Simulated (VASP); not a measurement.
Wanted: the native input for a VASP 6.6.1 run.

- Task: single point
- Functional: PBE
- Potentials or basis: VASP PAW PBE potentials, release 64 (Mg, O)
- Cutoff: 600 eV
- k mesh: 4 × 4 × 4
- Occupations: gaussian, width 0.01 eV
- Spin: no spin polarisation
- Dipole correction: no
- Further INCAR settings: ALGO = Normal; EDIFF = 1e-06; NBANDS = 11

The structure of MgO lies in POSCAR:

```
MgO
1.0
    0.0000000000      2.0477857736      2.0477857736
    2.0477857736      0.0000000000      2.0477857736
    2.0477857736      2.0477857736      0.0000000000
Mg O
1 1
Direct
    0.0000000000      0.0000000000      0.0000000000
    0.5000000000      0.5000000000      0.5000000000
```

The input as run:

INCAR

```
SYSTEM = MgO
  PREC = Accurate
  ENCUT = 600
  EDIFF = 1E-6
  ISMEAR = 0
  SIGMA = 0.01
  LREAL = .FALSE.
  LASPH = .TRUE.
  NELM = 120
  ALGO = Normal
  ISIF = 2
  LWAVE = .FALSE.
  LCHARG = .TRUE.
  GGA = PE
  LELF = .TRUE.
  LVHAR = .TRUE.
  NBANDS = 11
  GGA_COMPAT = .FALSE.
```

KPOINTS

```
Automatic mesh
0
G
  4 4 4
  0 0 0
```

Potentials or basis: VASP PAW PBE potentials, release 64 (Mg, O).

Command:

```bash
$ cat potpaw_PBE.64/Mg/POTCAR potpaw_PBE.64/O/POTCAR > POTCAR
$ mpirun -np 1 vasp_std > vasp.out
```

Results of the run:

* Pressure: 20.5 GPa
* Band gap on the k mesh: 5.58 eV, direct

Caveat: the k points lie up to 0.66 Å⁻¹ apart.

It took 3.5 s on 1 thread of Intel(R) Xeon(R) 6975P-C (Granite Rapids), on a shared host, peak memory 0.13 GiB.
